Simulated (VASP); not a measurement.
The system is Au.

```
Au
1.0
     2.63784    0.00000    0.00000
     0.00000    2.63784    0.00000
     0.00000    0.00000    2.63784
Au
1
Direct
  0.00000 0.00000 0.00000
```

- Program: VASP 6.6.1
- Task: relaxation of cell and atoms
- Functional: PBEsol
- Potentials or basis: VASP PAW PBE potentials, release 64 (Au)
- Cutoff: 600 eV
- k mesh: 14 × 14 × 14
- Occupations: fermi-dirac, width 0.08 eV
- Spin: no spin polarisation

At the start: pressure 9.7 GPa; volume 18.35 Å³/atom.

Q: How do energy, volume and symmetry change on relaxing?

A: Over 4 steps the energy falls by 33.3 meV/atom and the volume is 19.54 Å³/atom (+6.4 %); space group Pm-3m (No. 221, to 0.05 Å).

Step by step:
```tsv
step	energy change (eV)	largest force (eV/Å)	pressure (GPa)	volume (Å³)
1	0.0000	0.0000	9.75	18.35
2	0.0315	0.0000	-9.60	21.48
3	-0.0333	0.0000	-0.19	19.56
4	-0.0333	0.0000	-0.04	19.54
```

Final structure:
```
Au
1.0
     2.69334    0.00000    0.00000
     0.00000    2.69334    0.00000
     0.00000    0.00000    2.69334
Au
1
Direct
  0.00000 0.00000 0.00000
```

Caveat: the PAW data sets were made with another functional, which shifts forces and pressure a little.
